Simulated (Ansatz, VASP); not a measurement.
## Two plane-wave programs on CuI

```
Cu I
1.0
     0.00000    3.03150    3.03150
     3.03150    0.00000    3.03150
     3.03150    3.03150    0.00000
Cu I
1 1
Direct
  0.75000 0.75000 0.75000
  0.00000 0.00000 0.00000
```

Alike in both runs: task single point; functional HSE06; k mesh 2 × 2 × 2; no spin polarisation.

```csv
,VASP,Ansatz
version,VASP 6.6.1,Ansatz 0.2.0
potentials or method,"VASP PAW PBE potentials, release 64 (Cu, I), cutoff 520 eV","plane waves, PAW"
occupations,"gaussian, width 0.01 eV",fixed
valence electrons in the cell,18,36
```

```tsv
	VASP	Ansatz	Ansatz less VASP
gap on the k mesh at the Fermi level (eV)	2.81	2.81	+0.007
```

VASP's potentials hold 18 valence electrons a cell and Ansatz's 36, so a difference there can come from the potentials and not from the codes.

The k mesh is coarse, so the values compare programs but aren't converged. Spin-orbit coupling is off throughout.
